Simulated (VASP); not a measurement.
# TiC (Fm-3m) in VASP: further runs

Aim: see how the results for TiC move with the level of theory and the settings. Levels: LDA, revPBE, PBEsol. Tasks: elastic constants, density of states.

All numbers are computed with VASP 6.6.1; they aren't measurements. Logs are shortened: lines on timing, memory, paths and dates and some standing lists are left out, and cuts for length are marked.

## Step 1: The cell of the first run

It takes space group Fm-3m (No. 225, cubic). The conventional cell has a = 4.331 Å, b = 4.331 Å, c = 4.331 Å, α = 90.00°, β = 90.00°, γ = 90.00°. Ti (site symmetry m-3m) has 6 C at 2.17 Å within 2.9 Å. Within 2.9 Å of C (site symmetry m-3m) lie 6 Ti at 2.17 Å.

## Step 2: Elastic constants, LDA

Contents of INCAR:

```
PREC = Accurate ; ENCUT = 600
EDIFF = 1E-8 ; ISMEAR = -1
SIGMA = 0.05 ; LREAL = F
LASPH = T ; NELM = 80
ALGO = Normal ; ISIF = 3
LWAVE = F ; LCHARG = F
IBRION = 6 ; NFREE = 2
POTIM = 0.015 ; NSW = 1
```

Contents of KPOINTS:

```
regular mesh
0
Gamma
  8 8 8
```

Contents of POSCAR:

```
TiC
1.0
    0.0000000000      2.1657188437      2.1657188437
    2.1657188437      0.0000000000      2.1657188437
    2.1657188437      2.1657188437      0.0000000000
Ti C
1 1
Direct
    0.0000000000      0.0000000000      0.0000000000
    0.5000000000      0.5000000000      0.5000000000
```

Potentials or basis: VASP PAW LDA potentials, release 64 (Ti_sv, C).

Command:

```
$ cat potpaw_LDA.64/Ti_sv/POTCAR potpaw_LDA.64/C/POTCAR > POTCAR
$ mpirun -np 1 vasp_std > vasp.out
```

OUTCAR:

```text
PREC = Accurate
   ENCUT = 600
   EDIFF = 1E-8
   ISMEAR = -1
   LREAL = F
   LASPH = T
   NELM = 80
   ISIF = 3
   IBRION = 6
   NFREE = 2
   POTIM = 0.015
   NSW = 1

 ion  position               nearest neighbor table
   1  0.000  0.000  0.000-   2 2.17   2 2.17   2 2.17   2 2.17   2 2.17   2 2.17
   2  0.500  0.500  0.500-   1 2.17   1 2.17   1 2.17   1 2.17   1 2.17   1 2.17

  LATTYP: Found a face centered cubic cell.
 ALAT       =     4.3314376874

  Lattice vectors:

 A1 = (   0.0000000000,   2.1657188437,   2.1657188437)
 A2 = (   2.1657188437,   0.0000000000,   2.1657188437)
 A3 = (   2.1657188437,   2.1657188437,   0.0000000000)

Analysis of symmetry for initial positions (statically):
=====================================================================
 Subroutine PRICEL returns:
 Original cell was already a primitive cell.

 Routine SETGRP: Setting up the symmetry group for a
 face centered cubic supercell.

 Subroutine GETGRP returns: Found 48 space group operations
[... 9 lines left out ...]

 Routine SETGRP: Setting up the symmetry group for a
 face centered cubic supercell.

 Subroutine GETGRP returns: Found 48 space group operations
[... 11 lines left out ...]
                                     Primitive cell

  volume of cell :      20.3159

  direct lattice vectors                    reciprocal lattice vectors
     0.000000000  2.165718844  2.165718844    -0.230870227  0.230870227  0.230870227
     2.165718844  0.000000000  2.165718844     0.230870227 -0.230870227  0.230870227
     2.165718844  2.165718844  0.000000000     0.230870227  0.230870227 -0.230870227

  length of vectors
     3.062788961  3.062788961  3.062788961     0.399878962  0.399878962  0.399878962

  position of ions in fractional coordinates (direct lattice)
[... 8 lines left out ...]
----------------------------------------------------------------------------------------

 KPOINTS: regular mesh

Automatic generation of k-mesh.
 Grid dimensions read from file:
 generate k-points for:    8    8    8

 Generating k-lattice:

  Cartesian coordinates                     Fractional coordinates (reciprocal lattice)
    -0.028858778  0.028858778  0.028858778     0.125000000  0.000000000  0.000000000
     0.028858778 -0.028858778  0.028858778     0.000000000  0.125000000  0.000000000
     0.028858778  0.028858778 -0.028858778     0.000000000  0.000000000  0.125000000

  Length of vectors
     0.049984870  0.049984870  0.049984870

  Shift w.r.t. Gamma in fractional coordinates (k-lattice)
     0.000000000  0.000000000  0.000000000

 Subroutine IBZKPT returns following result:
 ===========================================

 Found     29 irreducible k-points:

 Following reciprocal coordinates:
            Coordinates               Weight
  0.000000  0.000000  0.000000      1.000000
  0.125000  0.000000  0.000000      8.000000
  0.250000  0.000000  0.000000      8.000000
  0.375000  0.000000  0.000000      8.000000
  0.500000  0.000000  0.000000      4.000000
  0.125000  0.125000  0.000000      6.000000
[... 16 lines left out ...]
  0.500000  0.250000  0.125000     48.000000
 -0.375000  0.250000  0.125000     24.000000
 [... further k-points ...]
   k-points           NKPTS =     29   k-points in BZ     NKDIM =     29   number of bands    NBANDS=     12
   number of dos      NEDOS =    301   number of ions     NIONS =      2
   total plane-waves  NPLWV =  13824
   dimension x,y,z NGX =    24 NGY =   24 NGZ =   24
   dimension x,y,z NGXF=    48 NGYF=   48 NGZF=   48
   ions per type =               1   1
   NGX,Y,Z   is equivalent  to a cutoff of  13.03, 13.03, 13.03 a.u.
   NGXF,Y,Z  is equivalent  to a cutoff of  26.05, 26.05, 26.05 a.u.
 SYSTEM =  unknown system
[... 60 lines left out ...]

  FORCE on cell =-STRESS in cart. coord.  units (eV):
  Direction    XX          YY          ZZ          XY          YZ          ZX
  --------------------------------------------------------------------------------------
  -------------------------------------------------------------------------------------
  Total       -1.5252319     -1.5252319     -1.5252319      0.0000000      0.0000000     -0.0000000
  in kB     -120.2846596   -120.2846596   -120.2846596      0.0000000      0.0000000     -0.0000000
  external PRESSURE =    -120.2846596 kB  Pullay stress =       0.0000000 kB
[... 89 lines left out ...]
  FREE ENERGIE OF THE ION-ELECTRON SYSTEM (eV)
  ---------------------------------------------------
  free  energy   TOTEN  =       -20.5191375373 eV

  energy  without entropy=      -20.5166581386  energy(sigma->0) =      -20.51789784

[... ionic steps 4 to 14 ...]

--------------------------------------- Ionic step       15  -------------------------------------------

 number of electron      16.0000000 magnetization

------------------------ aborting loop because EDIFF is reached ----------------------------------------
[... 67 lines left out ...]
--------------------------------------- Ionic step       17  -------------------------------------------

 number of electron      16.0000000 magnetization

 Free energy of the ion-electron system (eV)
  ---------------------------------------------------
  ext. energy  EPLUGINS =         0.00000000
  ---------------------------------------------------
  free energy    TOTEN  =       -20.50223647 eV

  energy without entropy =      -20.49946079  energy(sigma->0) =      -20.50084863

 E-fermi :   9.1771     XC(G=0): -12.9762

 val. band max:        9.0053346621   @ k =   0.3750   0.3750   0.0000
 cond. band min:       9.1883633309   @ k =   0.1250   0.1250   0.0000
 fundamental gap:      0.1830286688
 Fermi energy:         9.1770671089

 k-point     1 :       0.0000    0.0000    0.0000
  band No.  band energies     occupation
      1     -46.6460      2.00000
      2     -23.0532      2.00000
      3     -23.0531      2.00000
      4     -23.0531      2.00000
      5      -2.9760      2.00000
      6       9.8532      0.00000
      7       9.8532      0.00000
      8       9.8612      0.00000
      9      10.9314      0.00000
     10      10.9314      0.00000
     11      10.9437      0.00000
     12      10.9999      0.00000
[... 331 lines left out ...]
 k-point    24 :      -0.3750    0.2500    0.1250
  band No.  band energies     occupation
      1     -46.5554      2.00000
      2     -23.4898      2.00000
      3     -23.2366      2.00000
      4     -23.1473      2.00000
      5       0.2308      2.00000
      6       4.4008      2.00000
      7       6.2531      2.00000
      8       6.7434      2.00000
      9      11.8046      0.00000
     10      11.9468      0.00000
     11      12.9850      0.00000
     12      15.6659      0.00000

 [... further k-points ...]
[... 5 lines left out ...]
  --------------------------------------------------------------------------------------
  -------------------------------------------------------------------------------------
  Total       -1.5167427     -1.5258070     -1.5258070      0.0000000      0.0000000      0.0000000
  in kB     -119.6151711   -120.3300121   -120.3300121      0.0000000      0.0000000      0.0000000
  external PRESSURE =    -120.0917317 kB  Pullay stress =       0.0000000 kB
[... 17 lines left out ...]
  FREE ENERGIE OF THE ION-ELECTRON SYSTEM (eV)
  ---------------------------------------------------
  free  energy   TOTEN  =       -20.5022364719 eV

  energy  without entropy=      -20.4994607916  energy(sigma->0) =      -20.50084863

 INTERNAL STRAIN TENSORS FROM STRAINED CELLS
 ============================================

 INTERNAL STRAIN TENSOR FOR ION    1 for displacements in x,y,z  (eV/Angst):
          X           Y           Z          XY          YZ          ZX
  --------------------------------------------------------------------------------
  x    -0.00000    -0.00000    -0.00000     0.00000     0.00000     0.00000
  y    -0.00000     0.00000    -0.00000     0.00000    -0.00000     0.00000
  z    -0.00000     0.00000     0.00000     0.00000     0.00000     0.00000

 INTERNAL STRAIN TENSORS FROM DISPLACED ATOMS
 ============================================

 INTERNAL STRAIN TENSOR FOR ION    1 for displacements in x,y,z  (eV/Angst):
          X           Y           Z          XY          YZ          ZX
  --------------------------------------------------------------------------------
  x     0.00000     0.00000     0.00000     0.00000     0.00000     0.00000
  y     0.00000     0.00000     0.00000     0.00000     0.00000     0.00000
  z     0.00000     0.00000     0.00000     0.00000     0.00000     0.00000

 INTERNAL STRAIN TENSOR FOR ION    2 for displacements in x,y,z  (eV/Angst):
          X           Y           Z          XY          YZ          ZX
  --------------------------------------------------------------------------------
  x     0.00000     0.00000     0.00000     0.00000     0.00000     0.00000
  y     0.00000     0.00000     0.00000     0.00000     0.00000     0.00000
  z     0.00000     0.00000     0.00000     0.00000     0.00000     0.00000

 Eigenvectors and eigenvalues of the dynamical matrix
 ----------------------------------------------------

   1 f  =   15.349811 THz    96.445710 2PiTHz  512.014596 cm-1    63.481691 meV
             X         Y         Z           dx          dy          dz
      0.000000  0.000000  0.000000     0.000000    0.000000   -0.447814
      2.165719  2.165719  2.165719     0.000000    0.000000    0.894127
[... 21 lines left out ...]
   6 f/i=    0.000195 THz     0.001228 2PiTHz    0.006518 cm-1     0.000808 meV
             X         Y         Z           dx          dy          dz
      0.000000  0.000000  0.000000    -0.575645    0.634179    0.256733
      2.165719  2.165719  2.165719    -0.288306    0.317622    0.128582

--------------------------------------------------------------------------------------------------------

 ELASTIC MODULI CONTR FROM IONIC RELAXATION (kBar)
 Direction    XX          YY          ZZ          XY          YZ          ZX
 --------------------------------------------------------------------------------
 XX           0.0000      0.0000      0.0000      0.0000      0.0000      0.0000
 YY           0.0000      0.0000      0.0000      0.0000      0.0000      0.0000
 ZZ           0.0000      0.0000      0.0000      0.0000      0.0000      0.0000
 XY           0.0000      0.0000      0.0000      0.0000      0.0000      0.0000
 YZ           0.0000      0.0000      0.0000      0.0000      0.0000      0.0000
 ZX           0.0000      0.0000      0.0000      0.0000      0.0000      0.0000
 --------------------------------------------------------------------------------

 TOTAL ELASTIC MODULI (kBar)
 Direction    XX          YY          ZZ          XY          YZ          ZX
 --------------------------------------------------------------------------------
 XX        4791.1691   1245.0562   1245.0562     -0.0000     -0.0000      0.0000
 YY        1245.0562   4791.1691   1245.0562      0.0000      0.0000      0.0000
 ZZ        1245.0562   1245.0562   4791.1691      0.0000      0.0000     -0.0000
 XY          -0.0000      0.0000      0.0000   1688.9530      0.0000      0.0000
 YZ          -0.0000      0.0000      0.0000      0.0000   1688.9530      0.0000
 ZX           0.0000      0.0000     -0.0000      0.0000      0.0000   1688.9530
 --------------------------------------------------------------------------------
```

Wall time 3 min (1 thread of Intel Xeon Platinum 8559C (Emerald Rapids), shared host); peak memory 0.21 GiB.

What came out:

```yaml
Elastic_constants_C11_C12_C44: 479, 125, 169 GPa
Voigt_bulk_modulus: 243 GPa
Highest_phonon_frequency_at_Γ_LO-TO_splitting_left_out: 512 cm⁻¹
```

Phonon frequencies in cm⁻¹ (negative: imaginary):
```csv
q point,frequencies
"(0.000, 0.000, 0.000)",0 0 0 512 512 512
```

Elastic tensor in Voigt notation (GPa, in the Cartesian axes of the cell as first typed):
```
479 125 125   0   0   0
125 479 125   0   0   0
125 125 479   0   0   0
  0   0   0 169   0   0
  0   0   0   0 169   0
  0   0   0   0   0 169
```

Clamped-ion elastic tensor (GPa):
```
479 125 125   0   0   0
125 479 125   0   0   0
125 125 479   0   0   0
  0   0   0 169   0   0
  0   0   0   0 169   0
  0   0   0   0   0 169
```

Caveat: the cell is under stress, which shifts elastic constants.

## Step 3: Density of states, revPBE

POSCAR is that of step 2.

Contents of INCAR.step1:

```
SYSTEM = TiC
  PREC = Accurate
  ENCUT = 520
  EDIFF = 1E-6
  ISMEAR = -5
  SIGMA = 0.05
  LREAL = .False.
  LASPH = .True.
  NELM = 100
  ALGO = Normal
  ISIF = 2
  LWAVE = .False.
  LCHARG = .True.
  LMAXMIX = 4
  GGA = RE
  NBANDS = 15
```

Contents of KPOINTS.step1:

```
regular mesh
0
Gamma
  11 11 11
  0 0 0
```

Contents of INCAR.step2:

```
SYSTEM = TiC
  PREC = Accurate
  ENCUT = 520
  EDIFF = 1E-6
  ISMEAR = -5
  SIGMA = 0.05
  LREAL = .False.
  LASPH = .True.
  NELM = 100
  ALGO = Normal
  ISIF = 2
  LWAVE = .False.
  LCHARG = .False.
  LMAXMIX = 4
  GGA = RE
  LORBIT = 10
  NEDOS = 2001
  ICHARG = 11
```

Contents of KPOINTS.step2:

```
regular mesh
0
Gamma
  17 17 17
  0 0 0
```

Potentials or basis: VASP PAW PBE potentials, release 64 (Ti_sv, C).

Command:

```
$ cat potpaw_PBE.64/Ti_sv/POTCAR potpaw_PBE.64/C/POTCAR > POTCAR
$ cp INCAR.step1 INCAR
$ cp KPOINTS.step1 KPOINTS
$ mpirun -np 1 vasp_std > vasp.out
$ cp INCAR.step2 INCAR
$ cp KPOINTS.step2 KPOINTS
$ mpirun -np 1 vasp_std > vasp.out
```

It took 21 s on 1 thread of Intel Xeon Platinum 8488C (Sapphire Rapids), shared host; peak memory 0.16 GiB.

It converged, with:

```
Valence electrons inside the program's atomic spheres : Ti 10.39; C 2.40
```

Levels at points of the mesh, in eV from the Fermi level:
```
           k point  band 6  band 7  band 8  band 9  band 10  band 11
(0.00, 0.00, 0.00)    0.68    0.68    0.68    1.65     1.65     1.66
```

Caveat: the PAW data sets were made with another functional, which shifts forces and pressure a little; tetrahedron occupations give inexact forces and stress in metals.

(Part 1 of 2 ends here.)
